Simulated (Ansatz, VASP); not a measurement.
## One calculation of Li2S, two programs

```
CELL_PARAMETERS angstrom
0.00000 2.84903 2.84903
2.84903 0.00000 2.84903
2.84903 2.84903 0.00000
ATOMIC_POSITIONS crystal
Li 0.25000 0.25000 0.25000
Li 0.75000 0.75000 0.75000
S 0.00000 0.00000 0.00000
```

Alike in both runs: task single point; functional r2SCAN; dispersion rVV10; k mesh 8 × 8 × 8; occupations gaussian, width 0.05 eV; no spin polarisation.

```csv
,VASP,Ansatz
version,VASP 6.6.1,Ansatz 0.2.0
potentials or method,"VASP PAW PBE potentials, release 64 (Li_sv, S), cutoff 830 eV","scalar-relativistic, plane waves, PAW"
valence electrons in the cell,12,12
```

```tsv
	VASP	Ansatz	Ansatz less VASP
gap on the k mesh at the Fermi level (eV)	3.79	3.81	+0.019
least direct gap on the mesh (eV)	4.96	4.87	-0.091
pressure (GPa)	-0.8	-0.6	+0.20
```

VASP's potentials were made for PBE, not for r2SCAN.
